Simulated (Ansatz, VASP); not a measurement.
Two plane-wave programs on MgO

```
Mg O
1.0
     0.00000    2.23327    2.07375
     2.23327    0.00000    2.07375
     2.23327    2.23327    0.00000
Mg O
1 1
Direct
  0.00000 0.00000 0.00000
  0.50000 0.50000 0.50000
```

Change from the starting cell: strain +0.050 along x and y, -0.025 along z, atoms carried along.

Alike in both runs: task single point; functional PBE; k mesh 10 × 10 × 10; occupations gaussian, width 0.05 eV; no spin polarisation.

```csv
,VASP,Ansatz
version,VASP 6.6.1,Ansatz 0.2.0
potentials or method,"VASP PAW PBE potentials, release 64 (Mg, O), cutoff 520 eV","scalar-relativistic, plane waves, PAW"
valence electrons in the cell,8,16
```

VASP gave:

| Item | Value |
| --- | --- |
| gap on the k mesh at the Fermi level (eV) | 3.72 |
| least direct gap on the mesh (eV) | 3.72 |
| pressure (GPa) | -8.6 |
| traceless stress, the component that is largest in VASP (GPa) | 6.51 |

**Question.** Which values does Ansatz return?

**Answer.** gap on the k mesh at the Fermi level (eV): 3.74; least direct gap on the mesh (eV): 3.74; pressure (GPa): -7.9; traceless stress, the component that is largest in VASP (GPa): 6.49.

With one functional, cell and mesh, what is left measures potentials, basis and numerics. VASP's potentials hold 8 valence electrons a cell and Ansatz's 16, so a difference there can come from the potentials and not from the codes.
